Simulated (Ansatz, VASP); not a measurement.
# Two plane-wave programs on C

Contents of POSCAR:

```
C
1.0
    1.7675122830      1.7675122830      0.0000000000
   -1.7675122830      1.7675122830      0.0000000000
    0.0000000000      1.7675122830      1.7675122830
C
2
Direct
    0.5000000000      0.5000000000      0.0000000000
    0.7500000000      0.2500000000      0.5000000000
```

The input INCAR.step1:

```
SYSTEM = C
PREC = Accurate
ENCUT = 520
ISMEAR = 0
SIGMA = 0.01
LREAL = .FALSE.
LASPH = .TRUE.
NELM = 80
NBANDS = 11
GGA = PE
ALGO = Normal
EDIFF = 1E-4
LWAVE = .TRUE.
LCHARG = .FALSE.
```

Contents of INCAR.step2:

```
SYSTEM = C
PREC = Accurate
ENCUT = 520
EDIFF = 1E-6
ISMEAR = 0
SIGMA = 0.01
LREAL = .FALSE.
LASPH = .TRUE.
NELM = 80
ALGO = Normal
ISIF = 2
LWAVE = .FALSE.
LCHARG = .FALSE.
METAGGA = R2SCAN
LMIXTAU = .TRUE.
NBANDS = 11
ISTART = 1
```

File KPOINTS:

```
regular mesh
0
G
  12 12 12
  0 0 0
```

Input for Ansatz:

```yaml
crystal:
  lattice:
    - [1.76751228299, 1.76751228299, 0.0]
    - [-1.76751228299, 1.76751228299, 0.0]
    - [0.0, 1.76751228299, 1.76751228299]
  atoms:
    - { symbol: C, position: [0.5, 0.5, 0.0] }
    - { symbol: C, position: [0.75, 0.25, 0.5] }
kpoints:
  mp_grid: { grid: [12, 12, 12] }
scf:
  occupations: { method: fixed }
  convergence: { dr2_threshold: 1.0e-10 }
hamiltonian:
  xc: r2scan
  pseudopotentials: { kind: paw }
output:
  forces: true
  stress: true
  eigenstates:
    kpoints:
      - [0.0, 0.0, 0.0]
      - [0.361994459, -0.361994459, 0.0]
      - [0.361994459, 0.361994459, 0.361994459]
      - [0.0, 0.0, 0.361994459]
      - [-0.5, -0.5, -0.5]
      - [-0.5, 0.5, 0.0]
      - [0.0, 0.0, -0.5]
      - [0.0, -0.5, -0.5]
      - [0.0, 0.5, 0.0]
      - [-0.5, 0.0, 0.0]
      - [-0.5, 0.0, -0.5]
  eigenvalues: true
```

Alike in both runs: task single point; functional r2SCAN; k mesh 12 × 12 × 12; no spin polarisation.

|  | VASP | Ansatz |
| --- | --- | --- |
| version | VASP 6.6.1 | Ansatz 0.2.0 |
| potentials or method | VASP PAW PBE potentials, release 64 (C) | PAW with Ansatz's default frozen-core files, scalar-relativistic |
| plane-wave cutoff (eV) | 520 | 500 |
| occupations | gaussian, width 0.01 eV | fixed |
| valence electrons in the cell | 8 | 8 |

```tsv
	VASP	Ansatz	Ansatz less VASP
gap on the k mesh at the Fermi level (eV)	4.41	4.44	+0.031
pressure (GPa)	11.2	10.0	-1.21
```

VASP's potentials were made for PBE, not for r2SCAN.
